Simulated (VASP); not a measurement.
Set up this calculation in VASP 6.6.1, as the native input.

```
Task                   : single point
Functional             : PBE
Potentials or basis    : VASP PAW PBE potentials, release 64 (Ge_d, Bi_d)
Cutoff                 : 520 eV
k mesh                 : 3 × 3 × 4
Occupations            : gaussian, width 0.1 eV
Spin                   : no spin polarisation
Dipole correction      : no
Further INCAR settings : ALGO = Fast; EDIFF = 1e-06; NBANDS = 69
```

The structure of GeBi3 lies in POSCAR:

```
GeBi3
1.0
    6.9480842756      0.0000000000      0.0000000000
   -3.4740421378      6.0172174903      0.0000000000
    0.0000000000      0.0000000000      5.5769096671
Ge Bi
2 6
Direct
    0.3333333333      0.6666666667      0.2500000000
    0.6666666667      0.3333333333      0.7500000000
    0.8330000000      0.6660000000      0.2500000000
    0.1670000000      0.8330000000      0.7500000000
    0.3340000000      0.1670000000      0.2500000000
    0.1670000000      0.3340000000      0.7500000000
    0.8330000000      0.1670000000      0.2500000000
    0.6660000000      0.8330000000      0.7500000000
```

These files were run (other wordings do the same):

INCAR

```
ALGO = Fast
EDIFF = 1E-6
ENCUT = 520
GGA = PE
ISIF = 2
ISMEAR = 0
LASPH = True
LCHARG = False
LREAL = False
LWAVE = False
NBANDS = 69
NELM = 80
PREC = Accurate
SIGMA = 0.1
```

KPOINTS

```
k-points
0
Gamma
  3 3 4
```

Potentials or basis: VASP PAW PBE potentials, release 64 (Ge_d, Bi_d).

The run is started by

```sh
$ cat potpaw_PBE.64/Ge_d/POTCAR potpaw_PBE.64/Bi_d/POTCAR > POTCAR
$ mpirun -np 1 vasp_std > vasp.out
```

It gave:

* Pressure: 0.0 GPa
* Largest force: 0.228 eV/Å
* Band gap on the k mesh: zero (bands 59 and 60 overlap by 2.59 eV)

Caveat: spin-orbit coupling is left out, which moves the levels of the heavy elements.

Wall time 4.3 min on 1 thread of Intel(R) Xeon(R) Platinum 8488C (Sapphire Rapids), on a shared host, peak memory 0.4 GiB.
